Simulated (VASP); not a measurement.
# Ta2SiO3 (P6/mmm) in VASP: further runs

Runs on Ta2SiO3. Level: PBE. Tasks: single point.

Program: VASP 6.6.1. These are calculated values, not measurements. Logs are shortened: lines on timing, memory, paths and dates and some standing lists are left out, and cuts for length are marked.

## Step 1: The cell of the first run

The structure is hexagonal, space group P6/mmm (No. 191). Conventional cell: a = 6.584 Å, b = 6.584 Å, c = 2.879 Å, α = 90.00°, β = 90.00°, γ = 120.00°. Within 2.5 Å of Ta (site symmetry -6m2) lie 3 O at 1.90 Å. Si (site symmetry 6/mmm) has 2 Si at 2.88 Å and 12 O at 3.59 Å within 3.8 Å. O (site symmetry mmm) has 2 Ta at 1.90 Å within 2.5 Å.

## Step 2: Single point, PBE

The input, INCAR:

```
SYSTEM = Ta2SiO3
PREC = Accurate
ENCUT = 700
EDIFF = 1E-6
ISMEAR = 0
SIGMA = 0.1
LREAL = .False.
LASPH = .True.
NELM = 120
ALGO = Normal
ISIF = 2
LWAVE = .False.
LCHARG = .False.
GGA = PE
NBANDS = 33
GGA_COMPAT = .False.
```

The input, KPOINTS:

```
Automatic mesh
0
Gamma
  6 6 14
  0 0 0
```

The input, POSCAR:

```
Ta2SiO3
1.0
    6.5843809812      0.0000000000      0.0000000000
   -3.2921904906      5.7022411979      0.0000000000
    0.0000000000      0.0000000000      2.8787029560
Ta Si O
2 1 3
Direct
    0.3333333333      0.6666666667      0.5000000000
    0.6666666667      0.3333333333      0.5000000000
    0.0000000000      0.0000000000      0.0000000000
    0.5000000000      0.0000000000      0.5000000000
    0.0000000000      0.5000000000      0.5000000000
    0.5000000000      0.5000000000      0.5000000000
```

Potentials or basis: VASP PAW PBE potentials, release 64 (Ta_sv_GW, Si, O).

On the command line:

```sh
$ cat potpaw_PBE.64/Ta_sv_GW/POTCAR potpaw_PBE.64/Si/POTCAR potpaw_PBE.64/O/POTCAR > POTCAR
$ mpirun -np 1 vasp_std > vasp.out
```

OUTCAR:

```text
SYSTEM = Ta2SiO3
   PREC = Accurate
   ENCUT = 700
   EDIFF = 1E-6
   ISMEAR = 0
   LREAL = .False.
   LASPH = .True.
   NELM = 120
   ISIF = 2
   GGA = PE

 ion  position               nearest neighbor table
   1  0.333  0.667  0.500-   4 1.90   5 1.90   6 1.90
   2  0.667  0.333  0.500-   4 1.90   5 1.90   6 1.90
   3  0.000  0.000  0.000-
   4  0.500  0.000  0.500-   1 1.90   2 1.90
   5  0.000  0.500  0.500-   1 1.90   2 1.90
   6  0.500  0.500  0.500-   1 1.90   2 1.90

  LATTYP: Found a hexagonal cell.
 ALAT       =     6.5843809812
 C/A-ratio  =     0.4372017604

  Lattice vectors:

 A1 = (   6.5843809812,   0.0000000000,   0.0000000000)
 A2 = (  -3.2921904906,   5.7022411979,   0.0000000000)
 A3 = (   0.0000000000,   0.0000000000,   2.8787029560)

Analysis of symmetry for initial positions (statically):
=====================================================================
 Subroutine PRICEL returns:
 Original cell was already a primitive cell.

 Routine SETGRP: Setting up the symmetry group for a
 hexagonal supercell.

 Subroutine GETGRP returns: Found 24 space group operations
 (whereof 24 operations were pure point group operations)
 out of a pool of 24 trial point group operations.

The static configuration has the point symmetry D_6h.

Analysis of symmetry for dynamics (positions and initial velocities):
=====================================================================
 Subroutine PRICEL returns:
 Original cell was already a primitive cell.

 Routine SETGRP: Setting up the symmetry group for a
 hexagonal supercell.

 Subroutine GETGRP returns: Found 24 space group operations
 (whereof 24 operations were pure point group operations)
 out of a pool of 24 trial point group operations.

The dynamic configuration has the point symmetry D_6h.

 Subroutine INISYM returns: Found 24 space group operations
 (whereof 24 operations are pure point group operations),
 and found     1 'primitive' translations

----------------------------------------------------------------------------------------

                                     Primitive cell

  volume of cell :     108.0830

  direct lattice vectors                    reciprocal lattice vectors
     6.584380981  0.000000000  0.000000000     0.151874565  0.087684821  0.000000000
    -3.292190491  5.702241198  0.000000000     0.000000000  0.175369642  0.000000000
     0.000000000  0.000000000  2.878702956     0.000000000  0.000000000  0.347378669

  length of vectors
     6.584380981  6.584380981  2.878702956     0.175369642  0.175369642  0.347378669

  position of ions in fractional coordinates (direct lattice)
     0.333333333  0.666666667  0.500000000
     0.666666667  0.333333333  0.500000000
     0.000000000  0.000000000  0.000000000
     0.500000000  0.000000000  0.500000000
     0.000000000  0.500000000  0.500000000
     0.500000000  0.500000000  0.500000000

  ion indices of the primitive-cell ions
   primitive index   ion index
                 1           1
                 2           2
                 3           3
                 4           4
                 5           5
                 6           6

----------------------------------------------------------------------------------------

 KPOINTS: Automatic mesh

Automatic generation of k-mesh.
 Grid dimensions read from file:
 generate k-points for:    6    6   14

 Generating k-lattice:

  Cartesian coordinates                     Fractional coordinates (reciprocal lattice)
     0.025312428  0.014614137  0.000000000     0.166666667  0.000000000  0.000000000
     0.000000000  0.029228274  0.000000000     0.000000000  0.166666667  0.000000000
     0.000000000  0.000000000  0.024812762     0.000000000  0.000000000  0.071428571

  Length of vectors
     0.029228274  0.029228274  0.024812762

  Shift w.r.t. Gamma in fractional coordinates (k-lattice)
     0.000000000  0.000000000  0.000000000

 Subroutine IBZKPT returns following result:
 ===========================================

 Found     56 irreducible k-points:

 Following reciprocal coordinates:
            Coordinates               Weight
  0.000000  0.000000  0.000000      1.000000
  0.166667  0.000000  0.000000      6.000000
  0.333333 -0.000000  0.000000      6.000000
  0.500000  0.000000  0.000000      3.000000
  0.166667  0.166667  0.000000      6.000000
  0.333333  0.166667  0.000000     12.000000
[... 16 lines left out ...]
  0.166667  0.000000  0.214286     12.000000
  0.333333 -0.000000  0.214286     12.000000
 [... further k-points ...]
   k-points           NKPTS =     56   k-points in BZ     NKDIM =     56   number of bands    NBANDS=     33
   number of dos      NEDOS =    301   number of ions     NIONS =      6
   total plane-waves  NPLWV = 100800
   dimension x,y,z NGX =    60 NGY =   60 NGZ =   28
   dimension x,y,z NGXF=   120 NGYF=  120 NGZF=   56
   ions per type =               2   1   3
   NGX,Y,Z   is equivalent  to a cutoff of  15.15, 15.15, 16.17 a.u.
   NGXF,Y,Z  is equivalent  to a cutoff of  30.30, 30.30, 32.34 a.u.
 SYSTEM =  Ta2SiO3
   PREC   = accura    normal or accurate (medium, high low for compatibility)
   ISTART =      0    job   : 0-new  1-cont  2-samecut
   ICHARG =      2    charge: 1-file 2-atom 10-const
   ISPIN  =      1    spin polarized calculation?
   LNONCOLLINEAR =      F non collinear calculations
   LSORBIT =      F    spin-orbit coupling
   LASPH  =      T    aspherical Exc in radial PAW
   ENCUT  =  700.0 eV  51.45 Ry    7.17 a.u.  14.20 14.20  6.21*2*pi/ulx,y,z
   NELM   =    120;   NELMIN=  2; NELMDL= -5     # of ELM steps
   EDIFF  = 0.1E-05   stopping-criterion for ELM
   LREAL  =      F    real-space projection
   EDIFFG = 0.1E-04   stopping-criterion for IOM
   NSW    =      0    number of steps for IOM
   IBRION =     -1    ionic relax: 0-MD 1-quasi-New 2-CG
   NFREE  =      0    steps in history (QN), initial steepest desc. (CG)
   ISIF   =      2    stress and relaxation
   ISYM   =      2    0-nonsym 1-usesym 2-fastsym
   POTIM  = 0.5000    time-step for ionic-motion
   TEBEG  =    0.0;   TEEND  =   0.0 temperature during run
   PSTRESS=    0.0 pullay stress
   NELECT =      48.0000    total number of electrons
   NUPDOWN=      -1.0000    fix difference up-down
   EMIN   =  10.00;   EMAX   =-10.00  energy-range for DOS
   EFERMI =   0.00;   METHOD = LEGACY
   ISMEAR =     0;   SIGMA  =   0.10  broadening in eV -4-tet -1-fermi 0-gaus
   EFERMI_NEDOS =   21; number of points for ismear=-14 and -15
   IALGO  =     38    algorithm
   IMIX   =      4    mixing-type and parameters
     AMIX     =   0.40;   BMIX     =  1.00
     AMIX_MAG =   1.60;   BMIX_MAG =  1.00
  volume/ion in A,a.u.               =      18.01       121.56
  Fermi-wavevector in a.u.,A,eV,Ry     =   1.249020  2.360306 21.225787  1.560051
  Thomas-Fermi vector in A             =   2.383080
   LORBIT       =      0    0 simple, 1 ext, 2 COOP (PROOUT), +10 PAW based schemes
   GGA     = PE    functional components
   LHFCALC =     F    Hartree Fock is set to
   AEXX    =    0.0000 exact exchange contribution
   IVDW    =     0    specifies the selected vdW correction
   LEPSILON=     F    determine dielectric tensor
   LRPA    =     F    only Hartree local field effects (RPA)
 non-spin polarized calculation
 Gauss-broadening in eV      SIGMA  =   0.10
  energy-cutoff  :      700.00
  volume of cell :      108.08
 maximum number of plane-waves:      4578
 NGX is ok and might be reduce to    60
   NGX = 29   NGY = 29   NGZ = 13

 number of electron      48.0000006 magnetization

 Free energy of the ion-electron system (eV)
  ---------------------------------------------------
  ext. energy  EPLUGINS =         0.00000000
  ---------------------------------------------------
  free energy    TOTEN  =       -56.40738329 eV

  energy without entropy =      -56.38216282  energy(sigma->0) =      -56.39477305

 E-fermi :   5.0372     XC(G=0):  -9.9041

 val. band max:        5.0335143627   @ k =   0.1667   0.0000   0.1429
 cond. band min:       5.0462209366   @ k =   0.3333  -0.0000   0.2857
 fundamental gap:      0.0127065739
 Fermi energy:         5.0371983294

 k-point     1 :       0.0000    0.0000    0.0000
  band No.  band energies     occupation
      1     -63.9076      2.00000
      2     -63.9054      2.00000
      3     -30.7751      2.00000
      4     -30.7751      2.00000
      5     -30.6335      2.00000
      6     -30.6335      2.00000
[... 25 lines left out ...]
     32       9.6141      0.00000
     33      11.0068      0.00000

 k-point     2 :       0.1667    0.0000    0.0000
  band No.  band energies     occupation
      1     -63.9074      2.00000
      2     -63.9055      2.00000
      3     -30.7760      2.00000
      4     -30.7673      2.00000
      5     -30.6416      2.00000
      6     -30.6325      2.00000
[... 25 lines left out ...]
     32       9.6029      0.00000
     33      10.4381      0.00000

 k-point     3 :       0.3333   -0.0000    0.0000
  band No.  band energies     occupation
      1     -63.9071      2.00000
      2     -63.9058      2.00000
      3     -30.7778      2.00000
      4     -30.7473      2.00000
      5     -30.6623      2.00000
      6     -30.6307      2.00000
[... 25 lines left out ...]
     32       9.5803      0.00000
     33       9.7965      0.00000

 k-point     4 :       0.5000    0.0000    0.0000
  band No.  band energies     occupation
      1     -63.9068      2.00000
      2     -63.9061      2.00000
      3     -30.7786      2.00000
      4     -30.7321      2.00000
      5     -30.6778      2.00000
      6     -30.6298      2.00000
[... 25 lines left out ...]
     32       9.3147      0.00000
     33       9.5688      0.00000

 k-point     5 :       0.1667    0.1667    0.0000
  band No.  band energies     occupation
      1     -63.9072      2.00000
      2     -63.9057      2.00000
      3     -30.7776      2.00000
      4     -30.7527      2.00000
      5     -30.6567      2.00000
      6     -30.6309      2.00000
[... 604 lines left out ...]
 k-point    22 :       0.0000    0.0000    0.2143
  band No.  band energies     occupation
      1     -63.8905      2.00000
      2     -63.8883      2.00000
      3     -30.7434      2.00000
      4     -30.7434      2.00000
      5     -30.6047      2.00000
      6     -30.6047      2.00000
[... 25 lines left out ...]
     32       8.4182      0.00000
     33       9.4325      0.00000

 k-point    23 :       0.1667    0.0000    0.2143
  band No.  band energies     occupation
      1     -63.8903      2.00000
      2     -63.8884      2.00000
      3     -30.7443      2.00000
      4     -30.7357      2.00000
      5     -30.6127      2.00000
      6     -30.6038      2.00000
[... 25 lines left out ...]
     32       8.4283      0.00000
     33       9.7732      0.00000

 k-point    24 :       0.3333   -0.0000    0.2143
  band No.  band energies     occupation
      1     -63.8900      2.00000
      2     -63.8888      2.00000
      3     -30.7460      2.00000
      4     -30.7162      2.00000
      5     -30.6329      2.00000
      6     -30.6020      2.00000
[... 25 lines left out ...]
     32       8.4922      0.00000
     33      10.2053      0.00000

 [... further k-points ...]
[... 5 lines left out ...]
  --------------------------------------------------------------------------------------
  -------------------------------------------------------------------------------------
  Total        0.1417603      0.1417603     -0.1929167      0.0000000      0.0000000      0.0000000
  in kB        2.1013952      2.1013952     -2.8597166      0.0000000      0.0000000      0.0000000
  external PRESSURE =       0.4476913 kB  Pullay stress =       0.0000000 kB

 VOLUME and BASIS-vectors are now :
 -----------------------------------------------------------------------------
  energy-cutoff  :      700.00
  volume of cell :      108.08
      direct lattice vectors                 reciprocal lattice vectors
     6.584380981  0.000000000  0.000000000     0.151874565  0.087684821  0.000000000
    -3.292190491  5.702241198  0.000000000     0.000000000  0.175369642  0.000000000
     0.000000000  0.000000000  2.878702956     0.000000000  0.000000000  0.347378669

 POSITION                                       TOTAL-FORCE (eV/Angst)
 -----------------------------------------------------------------------------------
     -0.00000      3.80149      1.43935        -0.000000      0.000000      0.000000
      3.29219      1.90075      1.43935         0.000000     -0.000000     -0.000000
      0.00000      0.00000      0.00000        -0.000000      0.000000      0.000000
      3.29219      0.00000      1.43935        -0.000000      0.000000      0.000000
     -1.64610      2.85112      1.43935        -0.000000      0.000000      0.000000
      1.64610      2.85112      1.43935        -0.000000      0.000000      0.000000
 -----------------------------------------------------------------------------------
    total drift:                                0.000000      0.000000      0.000000

  FREE ENERGIE OF THE ION-ELECTRON SYSTEM (eV)
  ---------------------------------------------------
  free  energy   TOTEN  =       -56.4073832856 eV

  energy  without entropy=      -56.3821628243  energy(sigma->0) =      -56.39477305
```

Run time: 3.4 min. Hardware: 1 thread of Intel Xeon 6975P-C (Granite Rapids), shared host; peak memory 0.49 GiB.

Results:

| Property | Result |
| --- | --- |
| Free energy | -56.4074 eV |
| Pressure | 0.0 GPa |
| Band gap on the k mesh | zero (bands 24 and 25 overlap by 1.03 eV) |

Levels at points of the mesh, in eV from the Fermi level:
| k point | band 21 | band 22 | band 23 | band 24 | band 25 | band 26 | band 27 | band 28 |
| --- | --- | --- | --- | --- | --- | --- | --- | --- |
| (0.00, 0.00, 0.00) | -3.64 | -3.31 | -3.27 | 0.04 | 0.04 | 0.92 | 0.92 | 2.63 |
| (0.50, 0.00, 0.00) | -3.67 | -3.58 | -3.44 | -0.82 | -0.32 | 2.16 | 2.67 | 3.32 |
| (0.00, 0.00, 0.50) | -3.91 | -2.32 | -1.37 | -1.37 | 1.95 | 1.95 | 2.01 | 2.01 |
| (0.50, 0.00, 0.50) | -4.05 | -1.99 | -1.06 | -0.15 | 0.56 | 1.02 | 1.81 | 2.70 |

Caveat: spin-orbit coupling is left out, which moves the levels of the heavy elements.

## Step 3: Single point, PBE

This run uses another cell than the first one, of 17.64 Å³/atom.

The input, INCAR:

```
PREC = Accurate
ENCUT = 700
EDIFF = 1E-6
ISMEAR = 0
SIGMA = 0.1
LREAL = F
LASPH = T
NELM = 120
ALGO = Normal
ISIF = 2
LWAVE = F
LCHARG = F
GGA = PE
NBANDS = 33
GGA_COMPAT = F
```

The input, KPOINTS:

```
Automatic mesh
0
Gamma
  6 6 6
```

Changes to POSCAR since step 2:

```diff
@@ -2,5 +2,5 @@
 1.0
-    6.5843809812      0.0000000000      0.0000000000
-   -3.2921904906      5.7022411979      0.0000000000
-    0.0000000000      0.0000000000      2.8787029560
+    6.5902042719      0.0000000036      0.0000000000
+   -3.2951021391      5.7072843138      0.0000000000
+    0.0000000000      0.0000000000      2.8147297361
 Ta Si O
```

Potentials or basis: VASP PAW PBE potentials, release 64 (Ta_sv_GW, Si, O).

On the command line:

```sh
$ cat potpaw_PBE.64/Ta_sv_GW/POTCAR potpaw_PBE.64/Si/POTCAR potpaw_PBE.64/O/POTCAR > POTCAR
$ mpirun -np 1 vasp_std > vasp.out
```

Wall time 2 min (1 thread of Intel Xeon 6975P-C (Granite Rapids), shared host); peak memory 0.37 GiB.

The run converged. Its results:

- Free energy: -56.3754 eV
- Pressure: 0.1 GPa
- Band gap on the k mesh: zero (bands 24 and 25 overlap by 1.06 eV)

Stress tensor (GPa, compression positive):
```
 0.28  0.00  0.00
 0.00  0.28  0.00
 0.00  0.00 -0.38
```

Levels at points of the mesh, in eV from the Fermi level:
| k point | band 21 | band 22 | band 23 | band 24 | band 25 | band 26 | band 27 | band 28 |
| --- | --- | --- | --- | --- | --- | --- | --- | --- |
| (0.00, 0.00, 0.00) | -3.87 | -3.57 | -3.09 | -0.02 | -0.02 | 0.89 | 0.89 | 2.84 |
| (0.50, 0.00, 0.00) | -3.69 | -3.67 | -3.40 | -0.95 | -0.39 | 2.11 | 2.88 | 3.37 |
| (0.00, 0.00, 0.50) | -3.83 | -2.56 | -1.54 | -1.54 | 1.80 | 1.80 | 2.10 | 2.10 |
| (0.50, 0.00, 0.50) | -3.96 | -2.23 | -1.26 | -0.32 | 0.42 | 1.02 | 1.95 | 2.67 |

Caveat: the k points lie up to 0.37 Å⁻¹ apart, too coarse for converged energies and pressures of a metal; spin-orbit coupling is left out, which moves the levels of the heavy elements.

[end of part 1 of 2]

The gap in the log of VASP goes by the Fermi energy; the results here count the filled bands.